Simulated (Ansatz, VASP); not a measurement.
## Pt: VASP beside Ansatz

The input INCAR:

```
SYSTEM = Pt
  PREC = Accurate
  ENCUT = 520
  EDIFF = 1E-6
  ISMEAR = 0
  SIGMA = 0.05
  LREAL = .False.
  LASPH = .True.
  NELM = 80
  ALGO = Normal
  ISIF = 2
  LWAVE = .False.
  LCHARG = .True.
  GGA = PE
  LELF = .True.
  LVHAR = .True.
  NBANDS = 11
```

The input KPOINTS:

```
Automatic mesh
0
Gamma
  18 18 18
  0 0 0
```

The input POSCAR:

```
Pt
1.0
    0.0000000000      1.9852144750      1.9852144750
    1.9852144750      0.0000000000      1.9852144750
    1.9852144750      1.9852144750      0.0000000000
Pt
1
Direct
    0.0000000000      0.0000000000      0.0000000000
```

Input for Ansatz:

```yaml
crystal:
  lattice:
    - [0.0, 1.985214475, 1.985214475]
    - [1.985214475, 0.0, 1.985214475]
    - [1.985214475, 1.985214475, 0.0]
  atoms:
    - { symbol: Pt, position: [0.0, 0.0, 0.0] }
basis:
  ecutwfc: 420
  ecutrho_ratio: 4
kpoints:
  mp_grid: { grid: [18, 18, 18] }
  band_path:
    path:
      - [[0.0, 0.0, 0.0], [0.5, 0.0, 0.5], [0.625, 0.25, 0.625]]
      - [[0.375, 0.375, 0.75], [0.0, 0.0, 0.0], [0.5, 0.5, 0.5], [0.5, 0.25, 0.75], [0.5, 0.0, 0.5]]
    npoints: 14
hamiltonian:
  xc: pbe
scf:
  occupations: { method: gaussian, width: 0.05 }
  n_extra_bands: 10
output:
  forces: true
  stress: true
  eigenvalues: true
  populations: true
  dos: { projected: true, de: 0.02, nscf_kmesh: { grid: [27, 27, 27] } }
  bader: true
```

Alike in both runs: task single point; functional PBE; k mesh 18 × 18 × 18; occupations gaussian, width 0.05 eV; no spin polarisation.

```csv
,VASP,Ansatz
version,VASP 6.6.1,Ansatz 0.2.0
potentials or method,"VASP PAW PBE potentials, release 64 (Pt), cutoff 520 eV","scalar-relativistic, plane waves, PAW"
valence electrons in the cell,10,18
```

```tsv
	VASP	Ansatz	Ansatz less VASP
gap on the k mesh at the Fermi level (eV)	none	none	-
pressure (GPa)	-0.6	-0.1	+0.48
```

A gap of «none» marks a metal or a gap that the smearing closes. VASP's potentials hold 10 valence electrons a cell and Ansatz's 18, so a difference there can come from the potentials and not from the codes.

Neither program's run includes spin-orbit coupling.
